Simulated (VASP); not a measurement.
Here is a VASP 6.6.1 calculation.

Contents of INCAR:

```
SYSTEM = La2O3
  PREC = Accurate
  ENCUT = 520
  EDIFF = 1E-6
  ISMEAR = 0
  SIGMA = 0.01
  LREAL = .FALSE.
  LASPH = .TRUE.
  NELM = 60
  ALGO = Normal
  ISIF = 2
  LWAVE = .FALSE.
  LCHARG = .TRUE.
  LELF = .TRUE.
  LVHAR = .TRUE.
  NBANDS = 28
```

File KPOINTS:

```
Automatic mesh
0
G
  6 6 6
  0 0 0
```

File POSCAR:

```
La2O3
1.0
    6.3492470887      0.0000000000      0.0000000000
   -3.1746235443      5.4986085848      0.0000000000
    0.0000000000      0.0000000000      3.3431930059
La O
2 3
Direct
    0.3333333333      0.6666666667      0.5000000000
    0.6666666667      0.3333333333      0.5000000000
    0.4919900000      0.4919900000      0.0000000000
    0.0000000000      0.5080100000      0.0000000000
    0.5080100000      0.0000000000      0.0000000000
```

Potentials or basis: VASP PAW LDA potentials, release 64 (La, O).

Command:

```bash
$ cat potpaw_LDA.64/La/POTCAR potpaw_LDA.64/O/POTCAR > POTCAR
$ mpirun -np 1 vasp_std > vasp.out
```

Question: Predict the pressure.

Answer: -6.6 GPa.

Question: Estimate the band gap on the k mesh.

Answer: 1.58 eV (least direct gap 1.98 eV).

Forces on the atoms (eV/Å):
```
La   0.000  0.000  0.000
La   0.000  0.000  0.000
O    0.045  0.079  0.000
O    0.045 -0.079  0.000
O   -0.091  0.000  0.000
```

Caveat: the cell stands under tension; spin-orbit coupling is left out, which moves the levels of the heavy elements. A k mesh can miss the band edges.
